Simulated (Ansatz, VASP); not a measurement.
Ru in VASP and in Ansatz

```
Ru
1.0
     2.66018    0.00000    0.00000
    -1.33009    2.30378    0.00000
     0.00000    0.00000    4.13871
Ru
2
Direct
  0.33333 0.66667 0.25000
  0.66667 0.33333 0.75000
```

Alike in both runs: task single point; functional PBEsol; k mesh 21 × 21 × 12; occupations gaussian, width 0.15 eV; no spin polarisation.

|  | VASP | Ansatz |
| --- | --- | --- |
| version | VASP 6.6.1 | Ansatz 0.2.0 |
| potentials or method | VASP PAW PBE potentials, release 64 (Ru_pv), cutoff 520 eV | scalar-relativistic, plane waves, PAW |
| valence electrons in the cell | 28 | 32 |

|  | VASP | Ansatz | Ansatz less VASP |
| --- | --- | --- | --- |
| gap on the k mesh at the Fermi level (eV) | none | none | - |
| pressure (GPa) | 19.6 | 19.7 | +0.05 |
| traceless stress, the component that is largest in VASP (GPa) | 6.31 | 6.31 | +0.003 |

VASP's potentials were made for PBE, not for PBEsol, and Ansatz warns of the same on its side. A gap of «none» marks a metal or a gap that the smearing closes. VASP's potentials hold 28 valence electrons a cell and Ansatz's 32, so a difference there can come from the potentials and not from the codes.
